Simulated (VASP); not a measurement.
Runs of VASP 6.6.1 on Ta. The structure is that of space group Im-3m (No. 229), or close to it. The cells are those of the table. 

```csv
task,potentials or basis,cell,cutoff (eV),k mesh for the DOS,occupations for the DOS,second run,gap on the mesh (eV),pressure (GPa)
single point,"VASP PAW LDA potentials, release 64 (Ta_pv)","a = 2.440 Å, angles 109.5°, 1 atom",520,-,-,-,none,214.6
single point,"VASP PAW LDA potentials, release 64 (Ta_pv)","a = 2.817 Å, angles 109.5°, 1 atom",520,-,-,-,none,0.8
single point,"VASP PAW LDA potentials, release 64 (Ta_pv)","a = 2.308 Å, angles 109.5°, 1 atom",520,-,-,-,none,(a)
single point,"VASP PAW LDA potentials, release 64 (Ta_pv)","a = 2.560 Å, angles 109.5°, 1 atom",520,-,-,-,none,110.4
relaxation of cell and atoms,"VASP PAW LDA potentials, release 64 (Ta_pv)","relaxed from a = 2.819 Å, angles 109.5°, 1 atom",600,-,-,-,none,0.0
```

Alike in all rows: level LDA; no spin polarisation; k mesh 16 × 16 × 16; smearing fermi-dirac 0.05 eV.

Estimate the missing entries.

(a) 422.5.

Caveats: spin-orbit coupling is left out, which moves the levels of the heavy elements.

A k mesh can miss the band edges, and the runs leave out spin-orbit coupling on Ta.

A gap of «none» marks levels without a gap at the run's occupations.
